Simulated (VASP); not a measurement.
# AlRh in VASP: further runs

The runs below take AlRh through single point, with PBE.

Program: VASP 6.6.1. These are calculated values, not measurements. Logs are shortened: lines on timing, memory, paths and dates and some standing lists are left out, and cuts for length are marked.

## (1) The cell of the first run

The cell holds a disordered packing, 8 atoms: a = 5.647 Å, b = 4.399 Å, c = 4.583 Å, α = 83.05°, β = 89.23°, γ = 99.52°.

## (2) Single point, PBE

Contents of INCAR:

```
  PREC = Accurate
  ENCUT = 520
  EDIFF = 1E-6
  ISMEAR = 1
  SIGMA = 0.15
  LREAL = F
  LASPH = T
  NELM = 80
  ALGO = Normal
  ISIF = 2
  LWAVE = F
  LCHARG = T
  GGA = PE
  LELF = T
  LVHAR = T
  NBANDS = 46
```

Contents of KPOINTS:

```
Automatic mesh
0
Gamma
  3 4 3
```

Contents of POSCAR:

```
AlRh
1.0
    5.6296620000     -0.4470090000     -0.0303290000
   -0.3814430000      4.3723200000      0.2986780000
    0.1062790000      0.2550410000      4.5744190000
Rh Al
4 4
Direct
    0.6793649620      0.3711438419      0.3725111232
    0.2765881424      0.4040681336      0.9121482706
    0.6897679484      0.1959216656      0.8822395764
    0.1372657479      0.5130303993      0.4358630548
    0.9695592046      0.0452316232      0.3098229678
    0.7942133089      0.7044276581      0.9257192337
    0.5119593771      0.8311127807      0.5156795022
    0.3370227572      0.8887376856      0.0452540899
```

Potentials or basis: VASP PAW PBE potentials, release 64 (Rh_pv, Al).

On the command line:

```sh
> cat potpaw_PBE.64/Rh_pv/POTCAR potpaw_PBE.64/Al/POTCAR > POTCAR
> mpirun -np 1 vasp_std > vasp.out
```

OUTCAR:

```text
PREC = Accurate
   ENCUT = 520
   EDIFF = 1E-6
   ISMEAR = 1
   LREAL = F
   LASPH = T
   NELM = 80
   ISIF = 2
   GGA = PE

 ion  position               nearest neighbor table
   1  0.679  0.371  0.373-   3 2.37   6 2.38   5 2.39   7 2.41   3 2.47   7 2.52   4 2.59   6 3.10
                             5 3.12   2 3.13   8 3.16   4 3.24
   2  0.277  0.404  0.912-   8 2.26   4 2.35   8 2.36   7 2.62   4 2.64   3 2.65   5 2.67   6 3.01
                             1 3.13   6 3.22   3 3.30
   3  0.690  0.196  0.882-   6 2.25   8 2.28   6 2.32   1 2.37   1 2.47   7 2.56   5 2.63   2 2.65
                             7 3.20   5 3.24   4 3.24   2 3.30
   4  0.137  0.513  0.436-   5 2.26   2 2.35   7 2.39   8 2.41   1 2.59   2 2.64   5 2.67   6 3.18
                             6 3.22   1 3.24   3 3.24
   5  0.970  0.045  0.310-   4 2.26   1 2.39   6 2.55   8 2.62   3 2.63   2 2.67   4 2.67   7 2.71
                             6 3.10   1 3.12   3 3.24
   6  0.794  0.704  0.926-   3 2.25   3 2.32   1 2.38   7 2.55   5 2.55   8 2.90   2 3.01   5 3.10
                             1 3.10   8 3.11   4 3.18   2 3.22   4 3.22   7 3.27
   7  0.512  0.831  0.516-   8 2.39   4 2.39   1 2.41   1 2.52   6 2.55   3 2.56   2 2.62   8 2.66
                             5 2.71   3 3.20   6 3.27
   8  0.337  0.889  0.045-   2 2.26   3 2.28   2 2.36   7 2.39   4 2.41   5 2.62   7 2.66   6 2.90
                             6 3.11   1 3.16

  LATTYP: Found a triclinic cell.
 ALAT       =    11.4229389114
 B/A-ratio  =     1.0621068619
 C/A-ratio  =     1.2311363884
 COS(alpha) =     0.0087661227
 COS(beta)  =     0.5490487133
 COS(gamma) =     0.8386147222

  Lattice vectors:

 A1 = ( -10.8778810000,  -3.4783020000,  -0.2380200000)
 A2 = ( -11.1530450000,   1.1490590000,   4.6350770000)
 A3 = (  -5.0793340000,  -8.8077130000,  -9.7158650000)

Analysis of symmetry for initial positions (statically):
=====================================================================
 Subroutine PRICEL returns:
 Original cell was already a primitive cell.

 Routine SETGRP: Setting up the symmetry group for a
 triclinic supercell.

 Subroutine GETGRP returns: Found  1 space group operations
 (whereof  1 operations were pure point group operations)
 out of a pool of  2 trial point group operations.

The static configuration has the point symmetry C_1 .

Analysis of symmetry for dynamics (positions and initial velocities):
=====================================================================
 Subroutine PRICEL returns:
 Original cell was already a primitive cell.

 Routine SETGRP: Setting up the symmetry group for a
 triclinic supercell.

 Subroutine GETGRP returns: Found  1 space group operations
 (whereof  1 operations were pure point group operations)
 out of a pool of  2 trial point group operations.

The dynamic configuration has the point symmetry C_1 .

 Subroutine INISYM returns: Found  1 space group operations
 (whereof  1 operations are pure point group operations),
 and found     1 'primitive' translations

----------------------------------------------------------------------------------------

                                     Primitive cell

  volume of cell :     111.3919

  direct lattice vectors                    reciprocal lattice vectors
     5.629662000 -0.447009000 -0.030329000     0.178869792  0.015949302 -0.005044975
    -0.381443000  4.372320000  0.298678000     0.018287425  0.231216569 -0.013316068
     0.106279000  0.255041000  4.574419000    -0.000008112 -0.014991101  0.219442995

  length of vectors
     5.647462362  4.399078255  4.582755757     0.179650312  0.232320574  0.219954453

  position of ions in fractional coordinates (direct lattice)
     0.679364962  0.371143842  0.372511123
     0.276588142  0.404068134  0.912148271
     0.689767948  0.195921666  0.882239576
     0.137265748  0.513030399  0.435863055
     0.969559205  0.045231623  0.309822968
     0.794213309  0.704427658  0.925719234
     0.511959377  0.831112781  0.515679502
     0.337022757  0.888737686  0.045254090

  ion indices of the primitive-cell ions
   primitive index   ion index
                 1           1
                 2           2
                 3           3
                 4           4
                 5           5
                 6           6
                 7           7
                 8           8

----------------------------------------------------------------------------------------

 KPOINTS: Automatic mesh

Automatic generation of k-mesh.
 Grid dimensions read from file:
 generate k-points for:    3    4    3

 Generating k-lattice:

  Cartesian coordinates                     Fractional coordinates (reciprocal lattice)
     0.059623264  0.005316434 -0.001681658     0.333333333  0.000000000  0.000000000
     0.004571856  0.057804142 -0.003329017    -0.000000000  0.250000000 -0.000000000
    -0.000002704 -0.004997034  0.073147665     0.000000000  0.000000000  0.333333333

  Length of vectors
     0.059883437  0.058080144  0.073318151

  Shift w.r.t. Gamma in fractional coordinates (k-lattice)
     0.000000000  0.000000000  0.000000000

 Subroutine IBZKPT returns following result:
 ===========================================

 Found     19 irreducible k-points:

 Following reciprocal coordinates:
            Coordinates               Weight
  0.000000  0.000000  0.000000      1.000000
  0.333333  0.000000  0.000000      2.000000
  0.000000  0.250000 -0.000000      2.000000
  0.333333  0.250000 -0.000000      2.000000
 -0.333333  0.250000 -0.000000      2.000000
  0.000000  0.500000 -0.000000      1.000000
[... 11 lines left out ...]
  0.333333 -0.250000  0.333333      2.000000
 -0.333333 -0.250000  0.333333      2.000000
   k-points           NKPTS =     19   k-points in BZ     NKDIM =     19   number of bands    NBANDS=     46
   number of dos      NEDOS =    301   number of ions     NIONS =      8
   total plane-waves  NPLWV =  54432
   dimension x,y,z NGX =    42 NGY =   36 NGZ =   36
   dimension x,y,z NGXF=    84 NGYF=   72 NGZF=   72
   ions per type =               4   4
   NGX,Y,Z   is equivalent  to a cutoff of  12.36, 13.60, 13.06 a.u.
   NGXF,Y,Z  is equivalent  to a cutoff of  24.73, 27.21, 26.12 a.u.
 SYSTEM =  unknown system
   PREC   = accura    normal or accurate (medium, high low for compatibility)
   ISTART =      0    job   : 0-new  1-cont  2-samecut
   ICHARG =      2    charge: 1-file 2-atom 10-const
   ISPIN  =      1    spin polarized calculation?
   LNONCOLLINEAR =      F non collinear calculations
   LSORBIT =      F    spin-orbit coupling
   LASPH  =      T    aspherical Exc in radial PAW
   ENCUT  =  520.0 eV  38.22 Ry    6.18 a.u.  10.50  8.18  8.52*2*pi/ulx,y,z
   NELM   =     80;   NELMIN=  2; NELMDL= -5     # of ELM steps
   EDIFF  = 0.1E-05   stopping-criterion for ELM
   LREAL  =      F    real-space projection
   EDIFFG = 0.1E-04   stopping-criterion for IOM
   NSW    =      0    number of steps for IOM
   IBRION =     -1    ionic relax: 0-MD 1-quasi-New 2-CG
   NFREE  =      0    steps in history (QN), initial steepest desc. (CG)
   ISIF   =      2    stress and relaxation
   ISYM   =      2    0-nonsym 1-usesym 2-fastsym
   POTIM  = 0.5000    time-step for ionic-motion
   TEBEG  =    0.0;   TEEND  =   0.0 temperature during run
   PSTRESS=    0.0 pullay stress
   NELECT =      72.0000    total number of electrons
   NUPDOWN=      -1.0000    fix difference up-down
   EMIN   =  10.00;   EMAX   =-10.00  energy-range for DOS
   EFERMI =   0.00;   METHOD = LEGACY
   ISMEAR =     1;   SIGMA  =   0.15  broadening in eV -4-tet -1-fermi 0-gaus
   EFERMI_NEDOS =   21; number of points for ismear=-14 and -15
   IALGO  =     38    algorithm
   IMIX   =      4    mixing-type and parameters
     AMIX     =   0.40;   BMIX     =  1.00
     AMIX_MAG =   1.60;   BMIX_MAG =  1.00
  volume/ion in A,a.u.               =      13.92        93.96
  Fermi-wavevector in a.u.,A,eV,Ry     =   1.415471  2.674853 27.260080  2.003559
  Thomas-Fermi vector in A             =   2.536906
   LORBIT       =      0    0 simple, 1 ext, 2 COOP (PROOUT), +10 PAW based schemes
   GGA     = PE    functional components
   LHFCALC =     F    Hartree Fock is set to
   AEXX    =    0.0000 exact exchange contribution
   IVDW    =     0    specifies the selected vdW correction
   LEPSILON=     F    determine dielectric tensor
   LRPA    =     F    only Hartree local field effects (RPA)
 non-spin polarized calculation
 Methfessel and Paxton  Order N= 1 SIGMA  =   0.15
  energy-cutoff  :      520.00
  volume of cell :      111.39
 maximum number of plane-waves:      3014
 NGX is ok and might be reduce to    42
   NGX = 21   NGY = 17   NGZ = 17

 number of electron      71.9999999 magnetization

 Free energy of the ion-electron system (eV)
  ---------------------------------------------------
  ext. energy  EPLUGINS =         0.00000000
  ---------------------------------------------------
  free energy    TOTEN  =       -43.70382450 eV

  energy without entropy =      -43.69987041  energy(sigma->0) =      -43.70250647

 E-fermi :  10.4512     XC(G=0): -12.2213

 val. band max:       10.4479866604   @ k =  -0.0000  -0.2500   0.3333
 cond. band min:      10.4767457091   @ k =  -0.3333   0.2500   0.3333
 fundamental gap:      0.0287590487
 Fermi energy:        10.4512390774

 k-point     1 :       0.0000    0.0000    0.0000
  band No.  band energies     occupation
      1     -36.4999      2.00000
      2     -36.3736      2.00000
      3     -36.1365      2.00000
      4     -36.0808      2.00000
      5     -36.0171      2.00000
      6     -35.8999      2.00000
[... 38 lines left out ...]
     45      16.0503      0.00000
     46      16.8524      0.00000

 k-point     2 :       0.3333    0.0000    0.0000
  band No.  band energies     occupation
      1     -36.4991      2.00000
      2     -36.3751      2.00000
      3     -36.1375      2.00000
      4     -36.0773      2.00000
      5     -36.0019      2.00000
      6     -35.9009      2.00000
[... 825 lines left out ...]
 k-point    19 :      -0.3333   -0.2500    0.3333
  band No.  band energies     occupation
      1     -36.4298      2.00000
      2     -36.2670      2.00000
      3     -36.1123      2.00000
      4     -36.0765      2.00000
      5     -36.0155      2.00000
      6     -35.9003      2.00000
[... 38 lines left out ...]
     45      16.2764      0.00000
     46      16.7391      0.00000

------------------------ aborting loop because EDIFF is reached ----------------------------------------

  FORCE on cell =-STRESS in cart. coord.  units (eV):
  Direction    XX          YY          ZZ          XY          YZ          ZX
  --------------------------------------------------------------------------------------
  -------------------------------------------------------------------------------------
  Total       13.2279763     24.7878927     30.0176693      1.9871264      2.1788842      3.3086237
  in kB      190.2612407    356.5303651    431.7515289     28.5813288     31.3394278     47.5887489
  external PRESSURE =     326.1810449 kB  Pullay stress =       0.0000000 kB

 VOLUME and BASIS-vectors are now :
 -----------------------------------------------------------------------------
  energy-cutoff  :      520.00
  volume of cell :      111.39
      direct lattice vectors                 reciprocal lattice vectors
     5.629662000 -0.447009000 -0.030329000     0.178869792  0.015949302 -0.005044975
    -0.381443000  4.372320000  0.298678000     0.018287425  0.231216569 -0.013316068
     0.106279000  0.255041000  4.574419000    -0.000008112 -0.014991101  0.219442995

 POSITION                                       TOTAL-FORCE (eV/Angst)
 -----------------------------------------------------------------------------------
      3.72261      1.41408      1.79427        -2.706051      2.475739     -0.016542
      1.49991      1.87571      4.28485        -0.059978     -1.033014      0.522931
      3.90219      0.77331      4.07333         2.415691     -2.884723     -0.119468
      0.62339      2.29294      2.14289        -0.856772      2.501031     -0.366945
      5.47397     -0.15662      1.40136         0.351707     -1.765121     -0.019700
      4.30084      2.96106      4.42094         1.878842      0.464722     -0.617955
      2.61994      3.53656      2.59164         0.258906     -0.030566      0.996045
      1.56313      3.74674      0.46224        -1.282343      0.271932     -0.378366
 -----------------------------------------------------------------------------------
    total drift:                                0.000229     -0.000137     -0.000512

  FREE ENERGIE OF THE ION-ELECTRON SYSTEM (eV)
  ---------------------------------------------------
  free  energy   TOTEN  =       -43.7038244978 eV

  energy  without entropy=      -43.6998704081  energy(sigma->0) =      -43.70250647
```

Run time: 3.3 min. Hardware: 1 thread of AMD EPYC 7R43 (Zen 3), shared host; peak memory 0.21 GiB.

Results:

| Item | Value |
| --- | --- |
| Free energy | -43.7038 eV |
| Pressure | 32.6 GPa |
| Largest force | 3.765 eV/Å |
| Band gap on the k mesh | zero (bands 36 and 37 overlap by 0.25 eV) |

Forces in eV/Å, atoms in the order of the input:
```
Rh  -2.706  2.476 -0.017
Rh  -0.060 -1.033  0.523
Rh   2.416 -2.885 -0.119
Rh  -0.857  2.501 -0.367
Al   0.352 -1.765 -0.020
Al   1.879  0.465 -0.618
Al   0.259 -0.031  0.996
Al  -1.282  0.272 -0.378
```

Stress tensor (GPa, compression positive):
```
19.03  2.86  4.76
 2.86 35.65  3.13
 4.76  3.13 43.18
```

Caveat: the k points lie up to 0.46 Å⁻¹ apart.

## (3) Single point, PBE

Contents of INCAR:

```
ALGO     = Normal         # electronic algorithm
EDIFF    = 1E-6           # SCF threshold, eV
ENCUT    = 520            # plane-wave cutoff, eV
GGA      = PE             # functional
ISIF     = 2              # what is computed and relaxed
ISMEAR   = 1              # smearing method
LASPH    = T              # aspherical terms in the spheres
LCHARG   = T              # write CHGCAR
LELF     = T              # ELF
LREAL    = F              # projectors in reciprocal space
LVHAR    = T            
LWAVE    = F              # write WAVECAR
NBANDS   = 46             # bands
NELM     = 60             # most SCF steps
PREC     = Accurate       # precision mode
SIGMA    = 0.15           # smearing width, eV
```

Contents of KPOINTS:

```
k-points
0
Gamma
  3 4 3
```

Contents of POSCAR:

```
AlRh
1.0
    5.6296620000     -0.4470090000     -0.0303290000
   -0.3814430000      4.3723200000      0.2986780000
    0.1062790000      0.2550410000      4.5744190000
Rh Al
4 4
Direct
    0.6353337234      0.4181117207      0.3619404484
    0.2677120735      0.3795138596      0.9138439218
    0.7298874298      0.1387949092      0.8766531378
    0.1238294596      0.5581746080      0.4414305179
    0.9700760957     -0.0101063903      0.4116754487
    0.9207247637      0.6836501487      0.8811369055
    0.5001746461      0.8714364519      0.5239806192
    0.3217961678      0.8847466270      0.0136033457
```

Potentials or basis: VASP PAW PBE potentials, release 64 (Rh_pv, Al).

On the command line:

```sh
> cat potpaw_PBE.64/Rh_pv/POTCAR potpaw_PBE.64/Al/POTCAR > POTCAR
> mpirun -np 1 vasp_std > vasp.out
```

Run time: 4 min. Hardware: 1 thread of AMD EPYC 7R43 (Zen 3), shared host; peak memory 0.21 GiB.

It converged, with:

| Item | Value |
| --- | --- |
| Free energy | -45.7509 eV |
| Pressure | 20.4 GPa |
| Largest force | 4.141 eV/Å |
| Band gap on the k mesh | zero (bands 36 and 37 overlap by 0.65 eV) |

Forces on the atoms (eV/Å):
```
Rh  -0.491  1.213 -1.039
Rh   0.461 -0.440  0.723
Rh   1.302 -0.656  1.182
Rh  -0.030 -1.965 -2.157
Al  -1.168  3.459 -1.955
Al  -2.328 -1.527  1.748
Al   0.372 -0.200 -0.387
Al   1.882  0.116  1.886
```

Stress tensor (GPa, compression positive):
```
15.03 -2.01  4.30
-2.01 26.26 -1.21
 4.30 -1.21 20.06
```

Levels at points of the mesh, in eV from the Fermi level:
```csv
k point,band 34,band 35,band 36,band 37,band 38,band 39
"(0.00, 0.00, 0.00)",-1.01,-0.61,0.10,0.79,1.39,2.32
"(0.00, 0.50, 0.00)",-0.98,-0.70,-0.16,0.43,0.87,1.69
```

Caveat: the k points lie up to 0.46 Å⁻¹ apart, too coarse for converged energies and pressures of a metal.
